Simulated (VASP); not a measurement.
W, 1 atom in the cell. It takes space group Im-3m (No. 229, cubic). The conventional cell has a = 3.161 Å, b = 3.161 Å, c = 3.161 Å, α = 90.00°, β = 90.00°, γ = 90.00°. Within 3.6 Å of W (site symmetry m-3m) lie 14 W at 2.74 to 3.16 Å. 

| Property | Result |
| --- | --- |
| Program | VASP 6.6.1 |
| Task | single point |
| Functional | PBE |
| Dispersion | D3(BJ) |
| Potentials or basis | VASP PAW PBE potentials, release 64 (W_sv) |
| Cutoff | 500 eV |
| k mesh | 8 × 8 × 8 |
| Occupations | gaussian, width 0.1 eV |
| Spin | no spin polarisation |
| Dipole correction | no |
| Further INCAR settings | ALGO = Normal; EDIFF = 1e-06; NBANDS = 13 |

Potentials or basis: VASP PAW PBE potentials, release 64 (W_sv).

The run is started by

```bash
$ cat potpaw_PBE.64/W_sv/POTCAR > POTCAR
$ mpirun -np 1 vasp_std > vasp.out
```

Hardware: 1 thread of Intel Xeon 8259CL, with other jobs on the host.

Task: Estimate the wall time of this run.

Result: Wall time 8.9 s on 1 thread of Intel Xeon 8259CL, on a shared host, peak memory 0.13 GiB. Counts: scf iterations 11, k points 29.
